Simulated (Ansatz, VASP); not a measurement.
# Two plane-wave programs on GeN

```
CELL_PARAMETERS angstrom
0.00000 2.91596 2.91596
2.91596 0.00000 2.91596
2.91596 2.91596 0.00000
ATOMIC_POSITIONS crystal
Ge 0.50000 0.50000 0.50000
Ge 0.75000 0.75000 0.75000
N 0.00000 0.00000 0.00000
N 0.25000 0.25000 0.25000
```

Alike in both runs: functional PBE; k mesh 6 × 6 × 6; occupations gaussian, width 0.1 eV; no spin polarisation.

Ansatz relaxed the structure, and its values are those at the end. VASP's run is a single point on that final structure, the one shown.

|  | VASP | Ansatz |
| --- | --- | --- |
| version | VASP 6.6.1 | Ansatz 0.2.0 |
| potentials or method | VASP PAW PBE potentials, release 64 (Ge_d, N), cutoff 520 eV | scalar-relativistic, plane waves, PAW |
| valence electrons in the cell | 38 | 38 |

```tsv
	VASP	Ansatz	Ansatz less VASP
gap on the k mesh at the Fermi level (eV)	none	none	-
pressure (GPa)	-0.3	-0.3	-0.04
```

A gap of «none» marks a metal or a gap that the smearing closes.
